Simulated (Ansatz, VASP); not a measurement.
Two plane-wave programs on InSe

```xyz
4
Lattice="2.0185 1.1654 8.3027 -2.0185 1.1654 8.3027 0.0000 -2.3308 8.3027" Properties=species:S:1:pos:R:3 pbc="T T T"
In    0.0000    0.0000   -0.0096
In    0.0000    0.0000    2.7837
Se    0.0000    0.0000   15.3116
Se    0.0000    0.0000   20.6713
```

Alike in both runs: functional PBE; dispersion D3(BJ); k mesh 12 × 12 × 12; occupations gaussian, width 0.02 eV; no spin polarisation.

Ansatz relaxed the structure, and its values are those at the end. VASP's run is a single point on that final structure, the one shown.

|  | VASP | Ansatz |
| --- | --- | --- |
| version | VASP 6.6.1 | Ansatz 0.2.0 |
| potentials or method | VASP PAW PBE potentials, release 64 (In_d, Se), cutoff 520 eV | scalar-relativistic, plane waves, PAW |
| valence electrons in the cell | 38 | 58 |

```tsv
	VASP	Ansatz	Ansatz less VASP
gap on the k mesh at the Fermi level (eV)	0.28	0.30	+0.013
least direct gap on the mesh (eV)	0.28	0.30	+0.013
pressure (GPa)	0.0	0.0	-0.04
rms of the force components (eV/Å)	0.008	0.000	-0.0082
```

VASP's potentials hold 38 valence electrons a cell and Ansatz's 58, so a difference there can come from the potentials and not from the codes.
